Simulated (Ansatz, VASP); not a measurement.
**One calculation of Te, two programs**

File INCAR:

```
  ALGO = Normal
  EDIFF = 1E-6
  ENCUT = 500
  GGA = PE
  GGA_COMPAT = False
  ISIF = 2
  ISMEAR = 0
  LASPH = True
  LCHARG = False
  LREAL = False
  LWAVE = False
  NBANDS = 16
  NELM = 120
  PREC = Accurate
  SIGMA = 0.1
```

Contents of KPOINTS:

```
k-points
0
Gamma
  6 6 4
```

The input POSCAR:

```
Te
1.0
    4.6013525159      0.0000000000      0.0000000000
   -2.3006762580      3.9848881706      0.0000000000
    0.0000000000      0.0000000000      5.9000620010
Te
3
Direct
    0.2566971700      0.0000000000      0.3333333300
    0.0000000000      0.2566971700      0.6666666700
    0.7433028300      0.7433028300      0.0000000000
```

Input for Ansatz:

```yaml
crystal:
  lattice:
    - [4.6013525159, 0.0, 0.0]
    - [-2.300676258, 3.9848881706, 0.0]
    - [0.0, 0.0, 5.900062001]
  atoms:
    - { symbol: Te, position: [0.25669717, 0.0, 0.33333333] }
    - { symbol: Te, position: [0.0, 0.25669717, 0.66666667] }
    - { symbol: Te, position: [0.74330283, 0.74330283, 0.0] }
basis:
  ecutwfc: 420
kpoints:
  mp_grid: { grid: [6, 6, 4] }
hamiltonian:
  xc: pbe
scf:
  occupations: { method: gaussian, width: 0.1 }
output:
  forces: true
  stress: true
  eigenvalues: true
```

Alike in both runs: task single point; functional PBE; k mesh 6 × 6 × 4; occupations gaussian, width 0.1 eV; no spin polarisation.

```csv
,VASP,Ansatz
version,VASP 6.6.1,Ansatz 0.2.0
potentials or method,"VASP PAW PBE potentials, release 64 (Te), cutoff 500 eV","scalar-relativistic, plane waves, PAW"
valence electrons in the cell,18,48
```

```tsv
	VASP	Ansatz	Ansatz less VASP
gap on the k mesh at the Fermi level (eV)	0.35	0.37	+0.024
least direct gap on the mesh (eV)	0.35	0.37	+0.024
pressure (GPa)	0.6	0.5	-0.02
traceless stress, the component that is largest in VASP (GPa)	0.30	0.28	-0.014
rms of the force components (eV/Å)	0.124	0.116	-0.0077
```

Atom by atom the forces differ by 0.008 eV/Å (rms over components). VASP's potentials hold 18 valence electrons a cell and Ansatz's 48, so a difference there can come from the potentials and not from the codes.

Spin-orbit coupling is off throughout.
